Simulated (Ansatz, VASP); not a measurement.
## HfN in VASP and in Ansatz

The input INCAR:

```
SYSTEM = HfN
ALGO = Normal
EDIFF = 1E-6
ENCUT = 600
GGA = PE
GGA_COMPAT = .FALSE.
ISIF = 2
ISMEAR = 0
LASPH = .TRUE.
LCHARG = .TRUE.
LELF = .TRUE.
LREAL = .FALSE.
LVHAR = .TRUE.
LWAVE = .FALSE.
NBANDS = 14
NELM = 120
PREC = Accurate
SIGMA = 0.014
```

File KPOINTS:

```
k-points
0
G
  10 10 10
  0 0 0
```

File POSCAR:

```
HfN
1.0
    0.0000000000      2.2560000000      2.2560000000
    2.2560000000      0.0000000000      2.2560000000
    2.2560000000      2.2560000000      0.0000000000
Hf N
1 1
Direct
    0.0000000000      0.0000000000      0.0000000000
    0.5000000000      0.5000000000      0.5000000000
```

The input input.yaml:

```yaml
crystal:
  lattice:
    - [0.0, 2.256, 2.256]
    - [2.256, 0.0, 2.256]
    - [2.256, 2.256, 0.0]
  atoms:
    - { symbol: Hf, position: [0.0, 0.0, 0.0] }
    - { symbol: "N", position: [0.5, 0.5, 0.5] }
hamiltonian:
  xc: pbe
  pseudopotentials: { kind: paw }
kpoints:
  mp_grid: { grid: [10, 10, 10] }
scf:
  occupations: { method: gaussian, width: 0.014 }
output:
  forces: true
  stress: true
  eigenvalues: true
```

Alike in both runs: task single point; functional PBE; k mesh 10 × 10 × 10; occupations gaussian, width 0.014 eV; no spin polarisation.

|  | VASP | Ansatz |
| --- | --- | --- |
| version | VASP 6.6.1 | Ansatz 0.2.0 |
| potentials or method | VASP PAW PBE potentials, release 64 (Hf_pv, N) | Ansatz PAW |
| plane-wave cutoff (eV) | 600 | 420 |
| valence electrons in the cell | 15 | 31 |

|  | VASP | Ansatz | Ansatz less VASP |
| --- | --- | --- | --- |
| gap on the k mesh at the Fermi level (eV) | none | none | - |
| pressure (GPa) | 4.1 | 6.6 | +2.50 |

A gap of «none» marks a metal or a gap that the smearing closes. The functional is the same, so the differences come from potentials, cutoffs and numerics. VASP's potentials hold 15 valence electrons a cell and Ansatz's 31, so a difference there can come from the potentials and not from the codes.

Neither program's run includes spin-orbit coupling.
